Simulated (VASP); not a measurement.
A run of VASP 6.6.1:

Contents of POSCAR:

```
PtSe2
1.0
    3.7286503637      0.0000000000      0.0000000000
   -1.8643251819      3.2291059368      0.0000000000
    0.0000000000      0.0000000000      5.2771566385
Pt Se
1 2
Direct
    0.0000000000      0.0000000000      0.0000000000
    0.3333333333      0.6666666667      0.2462188963
    0.6666666667      0.3333333333      0.7537811037
```

Contents of INCAR.step1:

```
PREC = Accurate ; ENCUT = 520
EDIFF = 1E-5 ; ISMEAR = -1
SIGMA = 0.02 ; LREAL = False
LASPH = True ; NELM = 100
ALGO = Normal ; ISIF = 2
LWAVE = True ; NBANDS = 18
GGA = PE ; KPAR = 4
```

INCAR.step2

```
PREC = Accurate ; ENCUT = 520
EDIFF = 1E-7 ; ISMEAR = -1
SIGMA = 0.02 ; LREAL = False
LASPH = True ; NELM = 100
ALGO = Normal ; ISIF = 2
LWAVE = False ; LCHARG = True
GGA = PE ; LHFCALC = True
AEXX = 0.25 ; PRECFOCK = Normal
LVHAR = True ; NBANDS = 18
ISTART = 1 ; KPAR = 4
```

KPOINTS

```
regular mesh
0
Gamma
  6 6 4
```

Potentials or basis: VASP PAW PBE potentials, release 64 (Pt, Se).

Run with:

```bash
$ cat potpaw_PBE.64/Pt/POTCAR potpaw_PBE.64/Se/POTCAR > POTCAR
$ cp INCAR.step1 INCAR
$ mpirun -np 4 vasp_std > vasp.out
$ cp INCAR.step2 INCAR
$ mpirun -np 4 vasp_std > vasp.out
```

Hardware: 4 MPI ranks on Oxide Virtual Turin-like Processor, on a shared host.

Question: How long does it take, and how much memory?

Answer: Run time: 43 min on 4 MPI ranks on Oxide Virtual Turin-like Processor (shared host), peak memory 0.19 GiB a rank. Counts: k points 24.
